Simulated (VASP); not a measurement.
# Mo (Im-3m) in VASP: notebook, part 2 of 2

VASP 6.6.1. The steps go on from the part before.

## 4. Single point, r2SCAN (volume scaled by 0.92)

POSCAR reads:

```
Mo
1.0
   -1.5332095053      1.5332095053      1.5332095053
    1.5332095053     -1.5332095053      1.5332095053
    1.5332095053      1.5332095053     -1.5332095053
Mo
1
Direct
    0.0000000000      0.0000000000      0.0000000000
```

INCAR.step1 reads:

```
ALGO     = Normal         # electronic algorithm
EDIFF    = 1E-4           # SCF threshold, eV
ENCUT    = 520            # plane-wave cutoff, eV
GGA      = PE             # functional
ISMEAR   = -1             # smearing method
LASPH    = True           # aspherical terms in the spheres
LCHARG   = False          # write CHGCAR
LREAL    = False          # projectors in reciprocal space
LWAVE    = True           # write WAVECAR
NBANDS   = 13             # bands
NELM     = 80             # most SCF steps
PREC     = Accurate       # precision mode
SIGMA    = 0.1            # smearing width, eV
```

INCAR.step2 reads:

```
ALGO     = Normal         # electronic algorithm
EDIFF    = 1E-6           # SCF threshold, eV
ENCUT    = 520            # plane-wave cutoff, eV
ISIF     = 2              # what is computed and relaxed
ISMEAR   = -1             # smearing method
ISTART   = 1            
LASPH    = True           # aspherical terms in the spheres
LCHARG   = False          # write CHGCAR
LMIXTAU  = True         
LREAL    = False          # projectors in reciprocal space
LWAVE    = False          # write WAVECAR
METAGGA  = R2SCAN         # meta-GGA
NBANDS   = 13             # bands
NELM     = 80             # most SCF steps
PREC     = Accurate       # precision mode
SIGMA    = 0.1            # smearing width, eV
```

KPOINTS reads:

```
k-points
0
Gamma
  23 23 23
```

Potentials or basis: VASP PAW PBE potentials, release 64 (Mo_sv).

Launch:

```bash
$ cat potpaw_PBE.64/Mo_sv/POTCAR > POTCAR
$ cp INCAR.step1 INCAR
$ mpirun -np 1 vasp_std > vasp.out
$ cp INCAR.step2 INCAR
$ mpirun -np 1 vasp_std > vasp.out
```

OUTCAR:

```text
EDIFF = 1E-6
   ENCUT = 520
   ISIF = 2
   ISMEAR = -1
   ISTART = 1
   LASPH = True
   LREAL = False
   METAGGA = R2SCAN
   NELM = 80
   PREC = Accurate

 ion  position               nearest neighbor table
   1  0.000  0.000  0.000-

  LATTYP: Found a body centered cubic cell.
 ALAT       =     3.0664190106

  Lattice vectors:

 A1 = (  -1.5332095053,   1.5332095053,   1.5332095053)
 A2 = (   1.5332095053,  -1.5332095053,   1.5332095053)
 A3 = (   1.5332095053,   1.5332095053,  -1.5332095053)

Analysis of symmetry for initial positions (statically):
=====================================================================
 Subroutine PRICEL returns:
 Original cell was already a primitive cell.

 Routine SETGRP: Setting up the symmetry group for a
 body centered cubic supercell.

 Subroutine GETGRP returns: Found 48 space group operations
 (whereof 48 operations were pure point group operations)
 out of a pool of 48 trial point group operations.

The static configuration has the point symmetry O_h .

Analysis of symmetry for dynamics (positions and initial velocities):
=====================================================================
 Subroutine PRICEL returns:
 Original cell was already a primitive cell.

 Routine SETGRP: Setting up the symmetry group for a
 body centered cubic supercell.

 Subroutine GETGRP returns: Found 48 space group operations
 (whereof 48 operations were pure point group operations)
 out of a pool of 48 trial point group operations.

The dynamic configuration has the point symmetry O_h .

 Subroutine INISYM returns: Found 48 space group operations
 (whereof 48 operations are pure point group operations),
 and found     1 'primitive' translations

----------------------------------------------------------------------------------------

                                     Primitive cell

  volume of cell :      14.4167

  direct lattice vectors                    reciprocal lattice vectors
    -1.533209505  1.533209505  1.533209505     0.000000000  0.326113293  0.326113293
     1.533209505 -1.533209505  1.533209505     0.326113293  0.000000000  0.326113293
     1.533209505  1.533209505 -1.533209505     0.326113293  0.326113293  0.000000000

  length of vectors
     2.655596762  2.655596762  2.655596762     0.461193841  0.461193841  0.461193841

  position of ions in fractional coordinates (direct lattice)
     0.000000000  0.000000000  0.000000000

  ion indices of the primitive-cell ions
   primitive index   ion index
                 1           1

----------------------------------------------------------------------------------------

 KPOINTS: k-points

Automatic generation of k-mesh.
 Grid dimensions read from file:
 generate k-points for:   23   23   23

 Generating k-lattice:

  Cartesian coordinates                     Fractional coordinates (reciprocal lattice)
     0.000000000  0.014178839  0.014178839     0.043478261  0.000000000  0.000000000
     0.014178839  0.000000000  0.014178839     0.000000000  0.043478261  0.000000000
     0.014178839  0.014178839  0.000000000     0.000000000  0.000000000  0.043478261

  Length of vectors
     0.020051906  0.020051906  0.020051906

  Shift w.r.t. Gamma in fractional coordinates (k-lattice)
     0.000000000  0.000000000  0.000000000

 Subroutine IBZKPT returns following result:
 ===========================================

 Found    364 irreducible k-points:

 Following reciprocal coordinates:
            Coordinates               Weight
  0.000000  0.000000  0.000000      1.000000
  0.043478  0.000000  0.000000     12.000000
  0.086957  0.000000  0.000000     12.000000
  0.130435  0.000000  0.000000     12.000000
  0.173913  0.000000  0.000000     12.000000
  0.217391  0.000000  0.000000     12.000000
[... 16 lines left out ...]
  0.478261  0.043478  0.000000     24.000000
  0.086957  0.086957  0.000000     24.000000
 [... further k-points ...]
   k-points           NKPTS =    364   k-points in BZ     NKDIM =    364   number of bands    NBANDS=     13
   number of dos      NEDOS =    301   number of ions     NIONS =      1
   total plane-waves  NPLWV =   8000
   dimension x,y,z NGX =    20 NGY =   20 NGZ =   20
   dimension x,y,z NGXF=    40 NGYF=   40 NGZF=   40
   ions per type =               1
   NGX,Y,Z   is equivalent  to a cutoff of  12.52, 12.52, 12.52 a.u.
   NGXF,Y,Z  is equivalent  to a cutoff of  25.04, 25.04, 25.04 a.u.
 SYSTEM =  unknown system
   PREC   = accura    normal or accurate (medium, high low for compatibility)
   ISTART =      1    job   : 0-new  1-cont  2-samecut
   ICHARG =      0    charge: 1-file 2-atom 10-const
   ISPIN  =      1    spin polarized calculation?
   LNONCOLLINEAR =      F non collinear calculations
   LSORBIT =      F    spin-orbit coupling
   LASPH  =      T    aspherical Exc in radial PAW
   ENCUT  =  520.0 eV  38.22 Ry    6.18 a.u.   4.94  4.94  4.94*2*pi/ulx,y,z
   NELM   =     80;   NELMIN=  2; NELMDL=  0     # of ELM steps
   EDIFF  = 0.1E-05   stopping-criterion for ELM
   LREAL  =      F    real-space projection
[... 7 lines left out ...]
   TEBEG  =    0.0;   TEEND  =   0.0 temperature during run
   PSTRESS=    0.0 pullay stress
   NELECT =      14.0000    total number of electrons
   NUPDOWN=      -1.0000    fix difference up-down
   EMIN   =  10.00;   EMAX   =-10.00  energy-range for DOS
   EFERMI =   0.00;   METHOD = LEGACY
   ISMEAR =    -1;   SIGMA  =   0.10  broadening in eV -4-tet -1-fermi 0-gaus
   EFERMI_NEDOS =   21; number of points for ismear=-14 and -15
   IALGO  =     38    algorithm
   IMIX   =      4    mixing-type and parameters
     AMIX     =   0.40;   BMIX     =  1.00
     AMIX_MAG =   1.60;   BMIX_MAG =  1.00
  volume/ion in A,a.u.               =      14.42        97.29
  Fermi-wavevector in a.u.,A,eV,Ry     =   1.621173  3.063573 35.758854  2.628202
  Thomas-Fermi vector in A             =   2.714992
   LORBIT       =      0    0 simple, 1 ext, 2 COOP (PROOUT), +10 PAW based schemes
   METAGGA = R2SCAN    functional components
   LHFCALC =     F    Hartree Fock is set to
   AEXX    =    0.0000 exact exchange contribution
   IVDW    =     0    specifies the selected vdW correction
   LEPSILON=     F    determine dielectric tensor
   LRPA    =     F    only Hartree local field effects (RPA)
 non-spin polarized calculation
  energy-cutoff  :      520.00
  volume of cell :       14.42
 maximum number of plane-waves:       402
   NGX =  9   NGY =  9   NGZ =  9

 number of electron      13.9999999 magnetization

 Free energy of the ion-electron system (eV)
  ---------------------------------------------------
  ext. energy  EPLUGINS =         0.00000000
  ---------------------------------------------------
  free energy    TOTEN  =       -25.98475063 eV

  energy without entropy =      -25.96744017  energy(sigma->0) =      -25.97609540

 E-fermi :  13.9327     XC(G=0): -15.1582

 val. band max:       13.8840985255   @ k =   0.3478   0.0870   0.0435
 cond. band min:      13.9335511088   @ k =   0.3913   0.1304   0.0435
 fundamental gap:      0.0494525833
 Fermi energy:        13.9327472581

 k-point     1 :       0.0000    0.0000    0.0000
  band No.  band energies     occupation
      1     -49.3556      2.00000
      2     -21.5995      2.00000
      3     -21.5995      2.00000
      4     -21.5995      2.00000
      5       6.0066      2.00000
      6      12.3110      2.00000
      7      12.3110      2.00000
      8      12.3110      2.00000
      9      15.9499      0.00000
     10      15.9499      0.00000
     11      29.5005      0.00000
     12      29.5005      0.00000
     13      29.5005      0.00000

 k-point     2 :       0.0435    0.0000    0.0000
  band No.  band energies     occupation
      1     -49.3483      2.00000
      2     -21.6384      2.00000
      3     -21.6112      2.00000
      4     -21.5998      2.00000
      5       6.1041      2.00000
      6      12.2531      2.00000
      7      12.3014      2.00000
      8      12.4026      2.00000
      9      15.8573      0.00000
     10      15.9496      0.00000
     11      29.5792      0.00000
[... 339 lines left out ...]
 k-point    24 :       0.0870    0.0870    0.0000
  band No.  band energies     occupation
      1     -49.2740      2.00000
      2     -22.0271      2.00000
      3     -21.6968      2.00000
      4     -21.6375      2.00000
      5       7.0749      2.00000
      6      11.8130      2.00000
      7      11.9514      2.00000
      8      13.4658      1.98142
      9      15.1816      0.00001
     10      16.0653      0.00000
     11      30.3292      0.00000
     12      31.1735      0.00000
     13      31.4174      0.00000

 [... further k-points ...]
[... 5 lines left out ...]
  --------------------------------------------------------------------------------------
  -------------------------------------------------------------------------------------
  Total        2.5066104      2.5066104      2.5066104      0.0000000     -0.0000000      0.0000000
  in kB      278.5690878    278.5690878    278.5690878      0.0000000     -0.0000000      0.0000000
  external PRESSURE =     278.5690878 kB  Pullay stress =       0.0000000 kB

 VOLUME and BASIS-vectors are now :
 -----------------------------------------------------------------------------
  energy-cutoff  :      520.00
  volume of cell :       14.42
      direct lattice vectors                 reciprocal lattice vectors
    -1.533209505  1.533209505  1.533209505     0.000000000  0.326113293  0.326113293
     1.533209505 -1.533209505  1.533209505     0.326113293  0.000000000  0.326113293
     1.533209505  1.533209505 -1.533209505     0.326113293  0.326113293  0.000000000

 POSITION                                       TOTAL-FORCE (eV/Angst)
 -----------------------------------------------------------------------------------
      0.00000      0.00000      0.00000        -0.000000      0.000000      0.000000
 -----------------------------------------------------------------------------------
    total drift:                                0.000000     -0.000000      0.000000

  FREE ENERGIE OF THE ION-ELECTRON SYSTEM (eV)
  ---------------------------------------------------
  free  energy   TOTEN  =       -25.9847506328 eV

  energy  without entropy=      -25.9674401672  energy(sigma->0) =      -25.97609540
```

Run time: 93 s. Hardware: 1 thread of Intel Xeon 6975P-C (Granite Rapids), shared host; peak memory 0.17 GiB.

What came out:

* Free energy: -25.9848 eV
* Pressure: 27.9 GPa
* Band gap on the k mesh: zero (band 7 reaches 18.38 eV, above the bottom of band 8 at 12.31 eV)

Caveat: the PAW data sets were made with another functional, which shifts forces and pressure a little.

## 5. Single point, r2SCAN (volume scaled by 0.96)

POSCAR reads:

```
Mo
1.0
   -1.5551154579      1.5551154579      1.5551154579
    1.5551154579     -1.5551154579      1.5551154579
    1.5551154579      1.5551154579     -1.5551154579
Mo
1
Direct
    0.0000000000      0.0000000000      0.0000000000
```

INCAR.step1 reads:

```
SYSTEM = Mo
PREC = Accurate
ENCUT = 520
ISMEAR = -1
SIGMA = 0.1
LREAL = .FALSE.
LASPH = .TRUE.
NELM = 60
NBANDS = 13
GGA = PE
ALGO = Normal
EDIFF = 1E-4
LWAVE = .TRUE.
LCHARG = .FALSE.
```

INCAR.step2 reads:

```
SYSTEM = Mo
PREC = Accurate
ENCUT = 520
EDIFF = 1E-7
ISMEAR = -1
SIGMA = 0.1
LREAL = .FALSE.
LASPH = .TRUE.
NELM = 60
ALGO = Normal
ISIF = 2
LWAVE = .FALSE.
LCHARG = .FALSE.
METAGGA = R2SCAN
LMIXTAU = .TRUE.
NBANDS = 13
ISTART = 1
```

KPOINTS reads:

```
Automatic mesh
0
G
  23 23 23
  0 0 0
```

Launch:

```bash
$ cat potpaw_PBE.64/Mo_sv/POTCAR > POTCAR
$ cp INCAR.step1 INCAR
$ mpirun -np 1 vasp_std > vasp.out
$ cp INCAR.step2 INCAR
$ mpirun -np 1 vasp_std > vasp.out
```

Wall time 97 s (1 thread of Intel Xeon 6975P-C (Granite Rapids), shared host); peak memory 0.18 GiB.

It converged, with:

```yaml
Free_energy: -26.0636 eV
Pressure: 12.9 GPa
Band_gap_on_the_k_mesh: zero (band 7 reaches 17.41 eV, above the bottom of band 8 at 11.68 eV)
```

Levels at points of the mesh, in eV from the Fermi level:
| k point | band 4 | band 5 | band 6 | band 7 | band 8 | band 9 | band 10 | band 11 |
| --- | --- | --- | --- | --- | --- | --- | --- | --- |
| (0.00, 0.00, 0.00) | -35.62 | -7.80 | -1.52 | -1.52 | -1.52 | 1.96 | 1.96 | 15.53 |

Caveat: the PAW data sets were made with another functional, which shifts forces and pressure a little.

## 6. Overview

| cell | k mesh | gap on the mesh (eV) | pressure (GPa) |
| --- | --- | --- | --- |
| a = 2.730 Å, angles 109.5°, 1 atom | 14 × 14 × 14 | none | 1.1 |
| a = 2.617 Å, angles 109.5°, 1 atom | 23 × 23 × 23 | none | 46.2 |
| a = 2.656 Å, angles 109.5°, 1 atom | 23 × 23 × 23 | none | 27.9 |
| a = 2.694 Å, angles 109.5°, 1 atom | 23 × 23 × 23 | none | 12.9 |

Alike in all rows: task single point; level r2SCAN; potentials or basis VASP PAW PBE potentials, release 64 (Mo_sv); no spin polarisation; cutoff (eV) 520; smearing fermi-dirac 0.1 eV.

Caveats: the PAW data sets were made with another functional, which shifts forces and pressure a little.

Total energies depend on the potentials used, so only differences within one code and one set of settings carry meaning.
